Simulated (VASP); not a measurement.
# AlN (Fm-3m) in VASP: notebook

Runs on AlN. Level: LDA. Tasks: G0W0 quasiparticle levels.

Everything below comes from runs of VASP 6.6.1. Logs are shortened: lines on timing, memory, paths and dates and some standing lists are left out, and cuts for length are marked.

### Step 1. The cell of the first run

It takes space group Fm-3m (No. 225, cubic). Conventional cell: a = 4.038 Å, b = 4.038 Å, c = 4.038 Å, α = 90.00°, β = 90.00°, γ = 90.00°. Within 2.7 Å of Al (site symmetry m-3m) lie 6 N at 2.02 Å. N (site symmetry m-3m) has 6 Al at 2.02 Å within 2.7 Å.

### Step 2. G0W0 quasiparticle levels, LDA

File POSCAR:

```
AlN
1.0
    0.0000000000      2.0188684454      2.0188684454
    2.0188684454      0.0000000000      2.0188684454
    2.0188684454      2.0188684454      0.0000000000
Al N
1 1
Direct
    0.0000000000      0.0000000000      0.0000000000
    0.5000000000      0.5000000000      0.5000000000
```

File INCAR.step1:

```
  PREC = Accurate
  ENCUT = 500
  EDIFF = 1E-8
  ISMEAR = 0
  SIGMA = 0.01
  LREAL = False
  LASPH = True
  NELM = 60
  ALGO = Normal
  LWAVE = True
  LCHARG = False
```

File INCAR.step2:

```
  PREC = Accurate
  ENCUT = 500
  EDIFF = 1E-8
  ISMEAR = 0
  SIGMA = 0.01
  LREAL = False
  LASPH = True
  NELM = 1
  ALGO = Exact
  LWAVE = True
  LCHARG = False
  NBANDS = 34
  LOPTICS = True
  ISTART = 1
```

File INCAR.step3:

```
  PREC = Accurate
  ENCUT = 500
  EDIFF = 1E-8
  ISMEAR = 0
  SIGMA = 0.01
  LREAL = False
  LASPH = True
  ALGO = EVGW0
  LWAVE = False
  LCHARG = False
  NELMGW = 1
  NBANDS = 34
  ENCUTGW = 60
  NOMEGA = 48
  PRECFOCK = Fast
  ISTART = 1
  NBANDSGW = 12
```

File KPOINTS:

```
Automatic mesh
0
Gamma
  4 4 4
```

Potentials or basis: VASP PAW LDA potentials, release 64 (Al_GW, N_GW).

On the command line:

```sh
cat potpaw_LDA.64/Al_GW/POTCAR potpaw_LDA.64/N_GW/POTCAR > POTCAR
cp INCAR.step1 INCAR
mpirun -np 1 vasp_std > vasp.out
cp INCAR.step2 INCAR
mpirun -np 1 vasp_std > vasp.out
cp INCAR.step3 INCAR
mpirun -np 1 vasp_std > vasp.out
```

OUTCAR:

```text
PREC = Accurate
   ENCUT = 500
   EDIFF = 1E-8
   ISMEAR = 0
   LREAL = False
   LASPH = True
   NELMGW = 1
   ENCUTGW = 60
   PRECFOCK = Fast
   ISTART = 1

 ion  position               nearest neighbor table
   1  0.000  0.000  0.000-   2 2.02   2 2.02   2 2.02   2 2.02   2 2.02   2 2.02
   2  0.500  0.500  0.500-   1 2.02   1 2.02   1 2.02   1 2.02   1 2.02   1 2.02

  LATTYP: Found a face centered cubic cell.
 ALAT       =     4.0377368908

  Lattice vectors:

 A1 = (   0.0000000000,   2.0188684454,   2.0188684454)
 A2 = (   2.0188684454,   0.0000000000,   2.0188684454)
 A3 = (   2.0188684454,   2.0188684454,   0.0000000000)

Analysis of symmetry for initial positions (statically):
=====================================================================
 Subroutine PRICEL returns:
 Original cell was already a primitive cell.

 Routine SETGRP: Setting up the symmetry group for a
 face centered cubic supercell.

 Subroutine GETGRP returns: Found 48 space group operations
 (whereof 48 operations were pure point group operations)
 out of a pool of 48 trial point group operations.

The static configuration has the point symmetry O_h .

Analysis of symmetry for dynamics (positions and initial velocities):
=====================================================================
 Subroutine PRICEL returns:
 Original cell was already a primitive cell.

 Routine SETGRP: Setting up the symmetry group for a
 face centered cubic supercell.

 Subroutine GETGRP returns: Found 48 space group operations
 (whereof 48 operations were pure point group operations)
 out of a pool of 48 trial point group operations.

The dynamic configuration has the point symmetry O_h .

 Subroutine INISYM returns: Found 48 space group operations
 (whereof 48 operations are pure point group operations),
 and found     1 'primitive' translations

----------------------------------------------------------------------------------------

                                     Primitive cell

  volume of cell :      16.4571

  direct lattice vectors                    reciprocal lattice vectors
     0.000000000  2.018868445  2.018868445    -0.247663488  0.247663488  0.247663488
     2.018868445  0.000000000  2.018868445     0.247663488 -0.247663488  0.247663488
     2.018868445  2.018868445  0.000000000     0.247663488  0.247663488 -0.247663488

  length of vectors
     2.855111136  2.855111136  2.855111136     0.428965744  0.428965744  0.428965744

  position of ions in fractional coordinates (direct lattice)
     0.000000000  0.000000000  0.000000000
     0.500000000  0.500000000  0.500000000

  ion indices of the primitive-cell ions
   primitive index   ion index
                 1           1
                 2           2

----------------------------------------------------------------------------------------

 KPOINTS: Automatic mesh

Automatic generation of k-mesh.
 Grid dimensions read from file:
 generate k-points for:    4    4    4

 Generating k-lattice:

  Cartesian coordinates                     Fractional coordinates (reciprocal lattice)
    -0.061915872  0.061915872  0.061915872     0.250000000  0.000000000  0.000000000
     0.061915872 -0.061915872  0.061915872     0.000000000  0.250000000  0.000000000
     0.061915872  0.061915872 -0.061915872     0.000000000  0.000000000  0.250000000

  Length of vectors
     0.107241436  0.107241436  0.107241436

  Shift w.r.t. Gamma in fractional coordinates (k-lattice)
     0.000000000  0.000000000  0.000000000

 Subroutine IBZKPT returns following result:
 ===========================================

 Found      8 irreducible k-points:

 Following reciprocal coordinates:
            Coordinates               Weight
  0.000000  0.000000  0.000000      1.000000
  0.250000  0.000000  0.000000      8.000000
  0.500000  0.000000  0.000000      4.000000
  0.250000  0.250000  0.000000      6.000000
  0.500000  0.250000  0.000000     24.000000
 -0.250000  0.250000  0.000000     12.000000
  0.500000  0.500000  0.000000      3.000000
 -0.250000  0.500000  0.250000      6.000000
   k-points           NKPTS =      8   k-points in BZ     NKDIM =     64   number of bands    NBANDS=     34
   number of dos      NEDOS =    301   number of ions     NIONS =      2
   total plane-waves  NPLWV =  13824
   dimension x,y,z NGX =    24 NGY =   24 NGZ =   24
   dimension x,y,z NGXF=    48 NGYF=   48 NGZF=   48
   ions per type =               1   1
   NGX,Y,Z   is equivalent  to a cutoff of  13.97, 13.97, 13.97 a.u.
   NGXF,Y,Z  is equivalent  to a cutoff of  27.95, 27.95, 27.95 a.u.
 SYSTEM =  unknown system
   PREC   = accura    normal or accurate (medium, high low for compatibility)
   ISTART =      1    job   : 0-new  1-cont  2-samecut
   ICHARG =      0    charge: 1-file 2-atom 10-const
   ISPIN  =      1    spin polarized calculation?
   LNONCOLLINEAR =      F non collinear calculations
   LSORBIT =      F    spin-orbit coupling
   LASPH  =      T    aspherical Exc in radial PAW
   ENCUT  =  500.0 eV  36.75 Ry    6.06 a.u.   5.21  5.21  5.21*2*pi/ulx,y,z
   NELM   =     60;   NELMIN=  2; NELMDL=  0     # of ELM steps
   EDIFF  = 0.1E-07   stopping-criterion for ELM
   LREAL  =      F    real-space projection
   EDIFFG = 0.1E-06   stopping-criterion for IOM
   NSW    =      0    number of steps for IOM
   IBRION =     -1    ionic relax: 0-MD 1-quasi-New 2-CG
   NFREE  =      0    steps in history (QN), initial steepest desc. (CG)
   ISIF   =      0    stress and relaxation
   ISYM   =      3    0-nonsym 1-usesym 2-fastsym
   POTIM  = 0.5000    time-step for ionic-motion
   TEBEG  =    0.0;   TEEND  =   0.0 temperature during run
   PSTRESS=    0.0 pullay stress
   NELECT =       8.0000    total number of electrons
   NUPDOWN=      -1.0000    fix difference up-down
   EMIN   =  10.00;   EMAX   =-10.00  energy-range for DOS
   EFERMI =   0.00;   METHOD = LEGACY
   ISMEAR =     0;   SIGMA  =   0.01  broadening in eV -4-tet -1-fermi 0-gaus
   EFERMI_NEDOS =   21; number of points for ismear=-14 and -15
   IALGO  =     38    algorithm
   IMIX   =      4    mixing-type and parameters
     AMIX     =   0.40;   BMIX     =  1.00
     AMIX_MAG =   1.60;   BMIX_MAG =  1.00
  volume/ion in A,a.u.               =       8.23        55.53
  Fermi-wavevector in a.u.,A,eV,Ry     =   1.287222  2.432497 22.544046  1.656941
  Thomas-Fermi vector in A             =   2.419249
   LORBIT       =      0    0 simple, 1 ext, 2 COOP (PROOUT), +10 PAW based schemes
   GGA     = CA    functional components
   LHFCALC =     T    Hartree Fock is set to
   PRECFOCK=fast      Normal, Fast or Accurate (Low or Medium for compatibility)
   ENCUT4O =  -1.0   cutoff for four orbital integrals eV
   NKREDX  =     1    reduce k-point grid by
   NKREDY  =     1    reduce k-point grid by
   NKREDZ  =     1    reduce k-point grid by
   AEXX    =    1.0000 exact exchange contribution
   HFSCREEN=    0.0000 screening length (either q_TF or 0.3 A-1)
   HFSCREENC=   0.0000 screening length for correlation (either q_TF or 0.3 A-1)
   ENCUTFOCK=  -1.0 apply spherical cutoff to Coloumb kernel
   IVDW    =     0    specifies the selected vdW correction
   LEPSILON=     F    determine dielectric tensor
   LRPA    =     F    only Hartree local field effects (RPA)
   LRPAFORCE           =     F    calculate RPA forces
   ENCUTGW             =  60.0    cutoff for response function in eV
   ENCUTGWSOFT         =  48.0    soft cutoff for Coulomb kernel in GW response function in eV
   ENCUTLF             =  -1.0    cutoff for local field effects
   NELMGW              =     1    number of iterations in solving QP/BSE equation
   NELMHF              =     1    number of iterations in the inner HF iteration
   NKREDLFX            =     1    NKREDLFY  =   1   NKREDLFZ  =   1
 non-spin polarized calculation
 Gauss-broadening in eV      SIGMA  =   0.01
  energy-cutoff  :      500.00
  volume of cell :       16.46
 maximum number of plane-waves:       444
 NGX is ok and might be reduce to    24
  NGX = 12; NGY = 12; NGZ = 12
   NGX = 11   NGY = 11   NGZ = 11
 maximum number of plane-waves:        22
 NGX is ok and might be reduce to    10

 QP shifts <psi_nk| G(iteration)W_0 |psi_nk>: iteration 1
 for sc-GW calculations column KS-energies equals QP-energies in previous step
 and V_xc(KS)=  KS-energies - (<T + V_ion + V_H > + <T+V_H+V_ion>^1  + <V_x>^1)

 k-point   1 :       0.0000    0.0000    0.0000
  band No.  KS-energies  QP-energies   sigma(KS)   V_xc(KS)     V^pw_x(r,r')   Z            occupation Imag(sigma)

      1      -8.7592     -10.0833     -16.3771     -14.6076     -24.7317       0.7483       2.0000       1.3797
      2       8.7123       8.6922     -17.5793     -17.5542     -21.2148       0.8017       2.0000       0.0936
      3       8.7123       8.6922     -17.5793     -17.5542     -21.2148       0.8017       2.0000       0.0936
      4       8.7123       8.6922     -17.5793     -17.5542     -21.2148       0.8017       2.0000       0.0936
      5      14.5193      15.7504     -13.3447     -14.8576      -8.8310       0.8137       0.0000      -0.1012
      6      20.6951      22.0753      -9.4606     -11.1419      -4.4782       0.8209       0.0000      -0.1248
      7      20.6951      22.0753      -9.4606     -11.1419      -4.4782       0.8209       0.0000      -0.1248
      8      20.6951      22.0753      -9.4606     -11.1419      -4.4782       0.8209       0.0000      -0.1248
      9      25.9248      26.6349      -9.0327      -9.9551      -2.6393       0.7699       0.0000      -0.3964
     10      26.3094      28.0010      -9.8742     -11.9871      -4.4796       0.8006       0.0000      -0.2346
     11      26.3094      28.0010      -9.8742     -11.9871      -4.4796       0.8006       0.0000      -0.2346
     12      27.2426      29.0352      -9.5569     -11.8628      -2.9150       0.7774       0.0000      -0.4743

 k-point   2 :       0.2500    0.0000    0.0000
  band No.  KS-energies  QP-energies   sigma(KS)   V_xc(KS)     V^pw_x(r,r')   Z            occupation Imag(sigma)

      1      -7.5083      -8.7259     -16.5731     -14.9614     -24.7852       0.7555       2.0000       1.2313
      2       4.3619       3.8037     -16.0251     -15.3113     -20.1804       0.7822       2.0000       0.1390
      3       8.1155       8.0104     -17.2917     -17.1604     -20.9823       0.8008       2.0000       0.0957
      4       8.1155       8.0104     -17.2917     -17.1604     -20.9823       0.8008       2.0000       0.0957
      5      15.5976      16.8401     -11.8331     -13.3538      -7.2228       0.8170       0.0000      -0.1025
      6      19.7551      21.5663     -12.3927     -14.6664      -7.3411       0.7966       0.0000      -0.1392
      7      20.8224      22.3541      -9.6994     -11.5889      -4.5792       0.8106       0.0000      -0.1384
      8      20.8224      22.3541      -9.6994     -11.5889      -4.5792       0.8106       0.0000      -0.1384
      9      24.6809      26.2406      -9.6195     -11.5688      -3.9404       0.8001       0.0000      -0.2500
     10      24.6809      26.2406      -9.6195     -11.5688      -3.9404       0.8001       0.0000      -0.2500
     11      25.5837      27.0194      -9.2425     -11.0979      -2.7829       0.7738       0.0000      -0.3744
     12      33.9331      35.9480     -10.1295     -12.6965      -3.1953       0.7850       0.0000      -0.8918
[... 68 lines left out ...]
      1      -4.3631      -5.4412     -18.1724     -16.7023     -26.0290       0.7334       2.0000       0.7947
      2       1.2336       0.4542     -14.7649     -13.7373     -19.5389       0.7585       2.0000       0.2103
      3       5.8713       5.4560     -16.3382     -15.8139     -20.3099       0.7922       2.0000       0.1167
      4       5.8713       5.4560     -16.3382     -15.8139     -20.3099       0.7922       2.0000       0.1167
      5      13.1550      14.4650     -10.2084     -11.7877      -5.9860       0.8295       0.0000      -0.0856
      6      13.8516      14.8738      -9.4404     -10.6612      -5.1451       0.8373       0.0000      -0.0871
      7      22.6505      24.8805     -13.5635     -16.4777      -7.6611       0.7652       0.0000      -0.2169
      8      25.7175      27.7387     -11.7818     -14.4519      -5.2171       0.7569       0.0000      -0.3635
      9      25.7175      27.7387     -11.7818     -14.4519      -5.2171       0.7569       0.0000      -0.3635
     10      31.6329      33.6144      -9.9680     -12.4201      -4.0414       0.8081       0.0000      -0.5144
     11      34.6289      36.5056     -11.0415     -13.4043      -4.0325       0.7943       0.0000      -1.0448
     12      35.8777      37.5479      -8.6758     -10.8068      -1.8050       0.7838       0.0000      -0.8760

 k-point   8 :      -0.2500    0.5000    0.2500
  band No.  KS-energies  QP-energies   sigma(KS)   V_xc(KS)     V^pw_x(r,r')   Z            occupation Imag(sigma)

      1      -4.1943      -5.3063     -18.3547     -16.8536     -26.1867       0.7408       2.0000       0.7765
      2       2.9258       2.2554     -15.0437     -14.1764     -19.3507       0.7730       2.0000       0.1612
      3       2.9258       2.2554     -15.0437     -14.1764     -19.3507       0.7730       2.0000       0.1612
      4       4.7309       4.2816     -15.3339     -14.7637     -19.1607       0.7880       2.0000       0.1273
      5      16.6499      18.4186     -11.7450     -13.9164      -7.3948       0.8145       0.0000      -0.1027
      6      19.3232      21.0141     -11.8672     -13.9815      -6.9671       0.7998       0.0000      -0.1279
      7      19.3232      21.0141     -11.8672     -13.9815      -6.9671       0.7998       0.0000      -0.1279
      8      20.7992      22.3396     -10.2924     -12.2285      -4.7911       0.7956       0.0000      -0.1655
      9      27.7327      29.5149     -10.6059     -12.9230      -3.9585       0.7691       0.0000      -0.4670
     10      27.7327      29.5149     -10.6059     -12.9230      -3.9585       0.7691       0.0000      -0.4670
     11      33.6350      35.5507     -10.6970     -13.0864      -4.0835       0.8018       0.0000      -0.8395
     12      36.3690      38.1009      -8.3999     -10.6187      -1.4217       0.7805       0.0000      -0.9168
```

Wall time 11 s (1 thread of Intel Xeon Platinum 8559C (Emerald Rapids), shared host); peak memory 0.15 GiB.

What came out:

* Band gap on the k mesh, mean-field level: 4.44 eV, indirect (least direct gap 5.81 eV)
* Quasiparticle gap: 5.77 eV
* Least direct quasiparticle gap: 7.06 eV

Levels at points of the mesh, in eV from the valence-band top:
| k point | band 2 | band 3 | band 4 | band 5 | band 6 | band 7 |
| --- | --- | --- | --- | --- | --- | --- |
| (0.00, 0.00, 0.00) | 0.00 | 0.00 | 0.00 | 5.81 | 11.98 | 11.98 |
| (0.50, 0.00, 0.00) | -8.41 | -1.09 | -1.09 | 6.12 | 10.78 | 10.78 |
| (0.50, 0.50, 0.00) | -7.48 | -2.84 | -2.84 | 4.44 | 5.14 | 13.94 |

Caveat: the k points lie up to 0.67 Å⁻¹ apart; bands, screening cutoff and mesh are small and nothing is extrapolated, so the quasiparticle values aren't converged.

(Part 1 of 2 ends here.)
